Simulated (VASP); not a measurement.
Input of a VASP 6.6.1 run:

Contents of INCAR:

```
ALGO = Normal ; EDIFF = 1E-6
ENCUT = 500 ; GGA = PE
GGA_COMPAT = F ; ISIF = 2
ISMEAR = -1 ; LASPH = T
LCHARG = F ; LREAL = F
LWAVE = F ; NBANDS = 14
NELM = 120 ; PREC = Accurate
SIGMA = 0.0816
```

The input KPOINTS:

```
k-points
0
Gamma
  10 10 10
```

The input POSCAR:

```
HfB
1.0
    0.0000000000      2.3100000000      2.3100000000
    2.3100000000      0.0000000000      2.3100000000
    2.3100000000      2.3100000000      0.0000000000
Hf B
1 1
Direct
    0.5000000000      0.5000000000      0.5000000000
    0.0000000000      0.0000000000      0.0000000000
```

Potentials or basis: VASP PAW PBE potentials, release 64 (Hf_pv, B).

Run with:

```bash
$ cat potpaw_PBE.64/Hf_pv/POTCAR potpaw_PBE.64/B/POTCAR > POTCAR
$ mpirun -np 1 vasp_std > vasp.out
```

Question: Predict the pressure.

Answer: 30.6 GPa.
